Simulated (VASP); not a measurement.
# AlCu (Cmmm) in VASP: notebook

AlCu is run at these levels: r2SCAN; tasks: single point.

Program: VASP 6.6.1. These are calculated values, not measurements. Logs are shortened: lines on timing, memory, paths and dates and some standing lists are left out, and cuts for length are marked.

### 1 The cell of the first run

It takes space group Cmmm (No. 65, orthorhombic). The conventional cell has a = 4.213 Å, b = 4.266 Å, c = 2.998 Å, α = 90.00°, β = 90.00°, γ = 90.00°. Within 3.4 Å of Al (site symmetry mmm) lie 8 Cu at 2.59 to 2.61 Å and 6 Al at 3.00 Å. Cu (site symmetry mmm) has 8 Al at 2.59 to 2.61 Å and 6 Cu at 3.00 Å within 3.4 Å.

### 2 Single point, r2SCAN (strain +0.0125 x Voigt [0, 0, 0, 0, 0, 1])

Input file POSCAR:

```
AlCu
1.0
    2.9975090000      0.0187344312      0.0000000000
    0.0187344312      2.9975090000      0.0000000000
    0.0000000000      0.0000000000      2.9975090000
Al Cu
1 1
Direct
    0.0000000000      0.0000000000      0.0000000000
    0.5000000000      0.5000000000      0.5000000000
```

Input file INCAR.step1:

```
SYSTEM = AlCu
PREC = Accurate
ENCUT = 520
ISMEAR = 0
SIGMA = 0.15
LREAL = .False.
LASPH = .True.
NELM = 60
NBANDS = 14
GGA = PE
ALGO = Normal
EDIFF = 1E-4
LWAVE = .True.
LCHARG = .False.
```

Input file INCAR.step2:

```
SYSTEM = AlCu
PREC = Accurate
ENCUT = 520
EDIFF = 1E-6
ISMEAR = 0
SIGMA = 0.15
LREAL = .False.
LASPH = .True.
NELM = 60
ALGO = Normal
ISIF = 2
LWAVE = .False.
LCHARG = .False.
METAGGA = R2SCAN
LMIXTAU = .True.
NBANDS = 14
ISTART = 1
```

Input file KPOINTS:

```
regular mesh
0
Gamma
  16 16 16
  0 0 0
```

Potentials or basis: VASP PAW PBE potentials, release 64 (Al, Cu).

The run is started by

```
$ cat potpaw_PBE.64/Al/POTCAR potpaw_PBE.64/Cu/POTCAR > POTCAR
$ cp INCAR.step1 INCAR
$ mpirun -np 1 vasp_std > vasp.out
$ cp INCAR.step2 INCAR
$ mpirun -np 1 vasp_std > vasp.out
```

OUTCAR:

```text
SYSTEM = AlCu
   PREC = Accurate
   ENCUT = 520
   EDIFF = 1E-6
   ISMEAR = 0
   LREAL = .False.
   LASPH = .True.
   NELM = 60
   ISIF = 2
   METAGGA = R2SCAN
   ISTART = 1

 ion  position               nearest neighbor table
   1  0.000  0.000  0.000-   2 2.59   2 2.59   2 2.59   2 2.59   2 2.61   2 2.61   2 2.61   2 2.61

   2  0.500  0.500  0.500-   1 2.59   1 2.59   1 2.59   1 2.59   1 2.61   1 2.61   1 2.61   1 2.61

  LATTYP: Found a base centered orthorhombic cell.
 ALAT       =     4.2126233944
 B/A-ratio  =     1.0125786163
 C/A-ratio  =     0.7115539936

  Lattice vectors:

 A1 = (  -0.0187344312,  -2.9975090000,   0.0000000000)
 A2 = (   2.9975090000,   0.0187344312,   0.0000000000)
 A3 = (   0.0000000000,   0.0000000000,   2.9975090000)

Analysis of symmetry for initial positions (statically):
=====================================================================
 Subroutine PRICEL returns:
 Original cell was already a primitive cell.

 Routine SETGRP: Setting up the symmetry group for a
 base centered orthorhombic supercell.

 Subroutine GETGRP returns: Found  8 space group operations
 (whereof  8 operations were pure point group operations)
 out of a pool of  8 trial point group operations.

The static configuration has the point symmetry D_2h.

Analysis of symmetry for dynamics (positions and initial velocities):
=====================================================================
 Subroutine PRICEL returns:
 Original cell was already a primitive cell.

 Routine SETGRP: Setting up the symmetry group for a
 base centered orthorhombic supercell.

 Subroutine GETGRP returns: Found  8 space group operations
 (whereof  8 operations were pure point group operations)
 out of a pool of  8 trial point group operations.

The dynamic configuration has the point symmetry D_2h.

 Subroutine INISYM returns: Found  8 space group operations
 (whereof  8 operations are pure point group operations),
 and found     1 'primitive' translations

----------------------------------------------------------------------------------------

                                     Primitive cell

  volume of cell :      26.9317

  direct lattice vectors                    reciprocal lattice vectors
     2.997509000  0.018734431  0.000000000     0.333623373 -0.002085146  0.000000000
     0.018734431  2.997509000  0.000000000    -0.002085146  0.333623373  0.000000000
     0.000000000  0.000000000  2.997509000     0.000000000  0.000000000  0.333610341

  length of vectors
     2.997567545  2.997567545  2.997509000     0.333629889  0.333629889  0.333610341

  position of ions in fractional coordinates (direct lattice)
     0.000000000  0.000000000  0.000000000
[... 86 lines left out ...]
   POTIM  = 0.5000    time-step for ionic-motion
   TEBEG  =    0.0;   TEEND  =   0.0 temperature during run
   PSTRESS=    0.0 pullay stress
   NELECT =      14.0000    total number of electrons
   NUPDOWN=      -1.0000    fix difference up-down
   EMIN   =  10.00;   EMAX   =-10.00  energy-range for DOS
   EFERMI =   0.00;   METHOD = LEGACY
   ISMEAR =     0;   SIGMA  =   0.15  broadening in eV -4-tet -1-fermi 0-gaus
   EFERMI_NEDOS =   21; number of points for ismear=-14 and -15
   IALGO  =     38    algorithm
   IMIX   =      4    mixing-type and parameters
     AMIX     =   0.40;   BMIX     =  1.00
     AMIX_MAG =   1.60;   BMIX_MAG =  1.00
  volume/ion in A,a.u.               =      13.47        90.87
  Fermi-wavevector in a.u.,A,eV,Ry     =   1.316324  2.487491 23.574921  1.732708
  Thomas-Fermi vector in A             =   2.446444
   LORBIT       =      0    0 simple, 1 ext, 2 COOP (PROOUT), +10 PAW based schemes
   METAGGA = R2SCAN    functional components
   LHFCALC =     F    Hartree Fock is set to
   AEXX    =    0.0000 exact exchange contribution
   IVDW    =     0    specifies the selected vdW correction
   LEPSILON=     F    determine dielectric tensor
   LRPA    =     F    only Hartree local field effects (RPA)
 non-spin polarized calculation
 Gauss-broadening in eV      SIGMA  =   0.15
  energy-cutoff  :      520.00
  volume of cell :       26.93
 maximum number of plane-waves:       742
   NGX = 11   NGY = 11   NGZ = 11

 number of electron      14.0000020 magnetization

 Free energy of the ion-electron system (eV)
  ---------------------------------------------------
  ext. energy  EPLUGINS =         0.00000000
  ---------------------------------------------------
  free energy    TOTEN  =       -17.88860847 eV

  energy without entropy =      -17.88242846  energy(sigma->0) =      -17.88551847

 E-fermi :   9.0642     XC(G=0): -12.4258

 val. band max:        9.0531126772   @ k =   0.4375   0.2500   0.4375
 cond. band min:       9.0709007176   @ k =  -0.3750   0.3750   0.3750
 fundamental gap:      0.0177880404
 Fermi energy:         9.0641594270

 k-point     1 :       0.0000    0.0000    0.0000
  band No.  band energies     occupation
      1      -3.0993      2.00000
      2       3.9040      2.00000
      3       3.9050      2.00000
      4       4.9820      2.00000
      5       4.9951      2.00000
      6       5.0081      2.00000
      7      13.0705      0.00000
      8      13.1220      0.00000
      9      13.1779      0.00000
     10      15.4832      0.00000
     11      15.4844      0.00000
     12      20.1146      0.00000
     13      28.3532      0.00000
     14      28.3603      0.00000
[... 377 lines left out ...]
      1      -2.9581      2.00000
      2       3.9137      2.00000
      3       3.9209      2.00000
      4       4.9569      2.00000
      5       4.9607      2.00000
      6       4.9954      2.00000
      7      12.1538      0.00000
      8      12.4192      0.00000
      9      13.2920      0.00000
     10      15.9328      0.00000
     11      16.7385      0.00000
     12      20.6482      0.00000
     13      26.7577      0.00000
     14      27.4426      0.00000

 [... further k-points ...]
[... 5 lines left out ...]
  --------------------------------------------------------------------------------------
  -------------------------------------------------------------------------------------
  Total       -0.8107671     -0.8107671     -0.8187790     -0.0718268      0.0000000      0.0000000
  in kB      -48.2327647    -48.2327647    -48.7093985     -4.2729951      0.0000000      0.0000000
  external PRESSURE =     -48.3916427 kB  Pullay stress =       0.0000000 kB

 VOLUME and BASIS-vectors are now :
 -----------------------------------------------------------------------------
  energy-cutoff  :      520.00
  volume of cell :       26.93
      direct lattice vectors                 reciprocal lattice vectors
     2.997509000  0.018734431  0.000000000     0.333623373 -0.002085146  0.000000000
     0.018734431  2.997509000  0.000000000    -0.002085146  0.333623373  0.000000000
     0.000000000  0.000000000  2.997509000     0.000000000  0.000000000  0.333610341

 POSITION                                       TOTAL-FORCE (eV/Angst)
 -----------------------------------------------------------------------------------
      0.00000      0.00000      0.00000         0.000000      0.000000      0.000000
      1.50812      1.50812      1.49875        -0.000000      0.000000      0.000000
 -----------------------------------------------------------------------------------
    total drift:                                0.000000      0.000000     -0.000000

  FREE ENERGIE OF THE ION-ELECTRON SYSTEM (eV)
  ---------------------------------------------------
  free  energy   TOTEN  =       -17.8886084747 eV

  energy  without entropy=      -17.8824284569  energy(sigma->0) =      -17.88551847
```

OUTCAR.step1:

```text
SYSTEM = AlCu
   PREC = Accurate
   ENCUT = 520
   ISMEAR = 0
   LREAL = .False.
   LASPH = .True.
[... 632 lines left out ...]
      0.00000      0.00000      0.00000         0.000000      0.000000      0.000000
      1.50812      1.50812      1.49875        -0.000000      0.000000      0.000000
 -----------------------------------------------------------------------------------
    total drift:                                0.000000      0.000000     -0.000000

  FREE ENERGIE OF THE ION-ELECTRON SYSTEM (eV)
  ---------------------------------------------------
  free  energy   TOTEN  =        -7.7632892820 eV

  energy  without entropy=       -7.7565233911  energy(sigma->0) =       -7.75990634
```

OSZICAR.step1:

```text
N       E                     dE             d eps       ncg     rms          rms(c)
DAV:   1     0.525685041718E+02    0.52569E+02   -0.59945E+03 18910   0.126E+03
DAV:   2    -0.746591241490E+01   -0.60034E+02   -0.53917E+02 19482   0.205E+02
DAV:   3    -0.958094428254E+01   -0.21150E+01   -0.20575E+01 23850   0.435E+01
DAV:   4    -0.961872811142E+01   -0.37784E-01   -0.37764E-01 22306   0.483E+00
DAV:   5    -0.962010087918E+01   -0.13728E-02   -0.13727E-02 27514   0.990E-01    0.121E+01
DAV:   6    -0.103125629046E+02   -0.69246E+00   -0.41320E+01 21966   0.155E+02    0.969E+00
DAV:   7    -0.781910763179E+01    0.24935E+01   -0.79377E+00 22734   0.723E+01    0.128E+00
DAV:   8    -0.778430178186E+01    0.34806E-01   -0.56643E-01 25492   0.170E+01    0.117E+00
DAV:   9    -0.776318785885E+01    0.21114E-01   -0.83124E-02 24040   0.658E+00    0.530E-02
DAV:  10    -0.776339754892E+01   -0.20969E-03   -0.14886E-03 27746   0.494E-01    0.734E-02
DAV:  11    -0.776329013382E+01    0.10742E-03   -0.35515E-04 12860   0.469E-01    0.104E-02
DAV:  12    -0.776328928204E+01    0.85178E-06   -0.24535E-05 10452   0.741E-02
   1 F= -.77632893E+01 E0= -.77599063E+01  d E =-.676589E-02
```

Wall time 4.7 min (1 thread of Intel Xeon Platinum 8488C (Sapphire Rapids), shared host); peak memory 0.36 GiB.

Results:

```
Free energy            : -17.8886 eV
Pressure               : -4.8 GPa
Band gap on the k mesh : zero (bands 7 and 8 overlap by 4.90 eV)
```

Caveat: the cell differs from its parent crystal (strain +0.0125 x Voigt [0, 0, 0, 0, 0, 1]); the cell stands under tension; the PAW data sets were made with another functional, which shifts forces and pressure a little.

### 3 Single point, r2SCAN (strain +0.0075 x Voigt [0, 0, 0, 0, 0, 1])

Input file POSCAR:

```
AlCu
1.0
    2.9975090000      0.0112406588      0.0000000000
    0.0112406588      2.9975090000      0.0000000000
    0.0000000000      0.0000000000      2.9975090000
Al Cu
1 1
Direct
    0.0000000000      0.0000000000      0.0000000000
    0.5000000000      0.5000000000      0.5000000000
```

Input file INCAR.step1:

```
SYSTEM = AlCu
ALGO     = Normal         ! electronic algorithm
EDIFF    = 1E-4           ! SCF threshold, eV
ENCUT    = 520            ! plane-wave cutoff, eV
GGA      = PE             ! functional
ISMEAR   = 0              ! smearing method
LASPH    = .TRUE.         ! aspherical terms in the spheres
LCHARG   = .FALSE.        ! write CHGCAR
LREAL    = .FALSE.        ! projectors in reciprocal space
LWAVE    = .TRUE.         ! write WAVECAR
NBANDS   = 14             ! bands
NELM     = 100            ! most SCF steps
PREC     = Accurate       ! precision mode
SIGMA    = 0.15           ! smearing width, eV
```

Input file INCAR.step2:

```
SYSTEM = AlCu
ALGO     = Normal         ! electronic algorithm
EDIFF    = 1E-6           ! SCF threshold, eV
ENCUT    = 520            ! plane-wave cutoff, eV
ISIF     = 2              ! what is computed and relaxed
ISMEAR   = 0              ! smearing method
ISTART   = 1            
LASPH    = .TRUE.         ! aspherical terms in the spheres
LCHARG   = .TRUE.         ! write CHGCAR
LELF     = .TRUE.         ! ELF
LMIXTAU  = .TRUE.       
LREAL    = .FALSE.        ! projectors in reciprocal space
LVHAR    = .TRUE.       
LWAVE    = .FALSE.        ! write WAVECAR
METAGGA  = R2SCAN         ! meta-GGA
NBANDS   = 14             ! bands
NELM     = 100            ! most SCF steps
PREC     = Accurate       ! precision mode
SIGMA    = 0.15           ! smearing width, eV
```

Input file KPOINTS:

```
k-points
0
G
  16 16 16
  0 0 0
```

Potentials or basis: VASP PAW PBE potentials, release 64 (Al, Cu).

The run is started by

```
$ cat potpaw_PBE.64/Al/POTCAR potpaw_PBE.64/Cu/POTCAR > POTCAR
$ cp INCAR.step1 INCAR
$ mpirun -np 1 vasp_std > vasp.out
$ cp INCAR.step2 INCAR
$ mpirun -np 1 vasp_std > vasp.out
```

It took 4.9 min on 1 thread of Intel Xeon Platinum 8488C (Sapphire Rapids), shared host; peak memory 0.36 GiB.

It converged, with:

* Free energy: -17.8889 eV
* Pressure: -4.9 GPa
* Band gap on the k mesh: zero (bands 7 and 8 overlap by 4.91 eV)

Stress tensor (GPa, compression positive):
```
-4.85 -0.25  0.00
-0.25 -4.85  0.00
 0.00  0.00 -4.86
```

Levels at points of the mesh, in eV from the Fermi level:
```
           k point  band 5  band 6  band 7  band 8  band 9  band 10
(0.00, 0.00, 0.00)   -4.07   -4.06    4.03    4.06    4.09     6.42
(0.50, 0.00, 0.00)   -4.52   -4.02   -3.35    7.43    8.45     8.46
(0.50, 0.50, 0.00)   -4.10   -4.00   -3.73   -0.89   -0.08    10.90
(0.00, 0.00, 0.50)   -4.51   -4.02   -3.35    7.44    8.42     8.49
(0.50, 0.00, 0.50)   -4.05   -4.05   -3.73   -0.88   -0.09    10.90
(0.50, 0.50, 0.50)   -3.71    0.63    0.68    0.73    2.14     2.18
```

Caveat: the cell differs from its parent crystal (strain +0.0075 x Voigt [0, 0, 0, 0, 0, 1]); the cell stands under tension; the PAW data sets were made with another functional, which shifts forces and pressure a little.
